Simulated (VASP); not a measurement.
# Ca: single point with PBE

Ca:

```
Ca
1.0
     1.94253    1.12152    8.59498
    -1.94253    1.12152    8.59498
     0.00000   -2.24305    8.59498
Ca
3
Direct
  0.00000 0.00000 0.00000
  0.22989 0.22989 0.22989
  0.77011 0.77011 0.77011
```

This cell differs from its parent crystal: Mg replaced by Ca, lengths x 1.149, strained.

```json
{"Program": "VASP 6.6.1", "Task": "single point", "Functional": "PBE", "Potentials or basis": "VASP PAW PBE potentials, release 64 (Ca_sv)", "Cutoff": "520 eV", "k mesh": "12 × 12 × 12", "Occupations": "gaussian, width 0.1 eV", "Spin": "no spin polarisation"}
```

* Pressure: 3.0 GPa
* Largest force: 0.727 eV/Å
* Band gap on the k mesh: zero (bands 15 and 16 overlap by 0.16 eV)

Forces in eV/Å, atoms in the order of the input:
```
Ca   0.000  0.000  0.000
Ca   0.000  0.000 -0.727
Ca   0.000  0.000  0.727
```

Stress tensor (GPa, compression positive):
```
1.85 0.00 0.00
0.00 1.85 0.00
0.00 0.00 5.31
```

Levels at points of the mesh, in eV from the Fermi level:
| k point | band 11 | band 12 | band 13 | band 14 | band 15 | band 16 | band 17 | band 18 | band 19 | band 20 |
| --- | --- | --- | --- | --- | --- | --- | --- | --- | --- | --- |
| (0.00, 0.00, 0.00) | -22.50 | -22.50 | -4.25 | -2.20 | -2.03 | 0.86 | 1.65 | 2.09 | 2.09 | 2.30 |
| (0.50, 0.00, 0.00) | -22.59 | -22.53 | -1.26 | -0.83 | -0.74 | 0.12 | 0.32 | 0.52 | 1.27 | 1.47 |
| (0.50, 0.50, 0.00) | -22.59 | -22.53 | -1.04 | -1.04 | -0.69 | 0.00 | 0.11 | 0.50 | 1.58 | 1.75 |
| (0.50, 0.50, 0.50) | -22.50 | -22.50 | -3.75 | -3.56 | -0.83 | 0.43 | 2.06 | 2.06 | 2.11 | 2.25 |

Wall time 42 min on 1 thread of Intel(R) Xeon(R) 6975P-C (Granite Rapids), with other jobs on the host, peak memory 0.92 GiB.

Caveat: the cell differs from its parent crystal (Mg replaced by Ca, lengths x 1.149, strained); the cell stands under pressure.
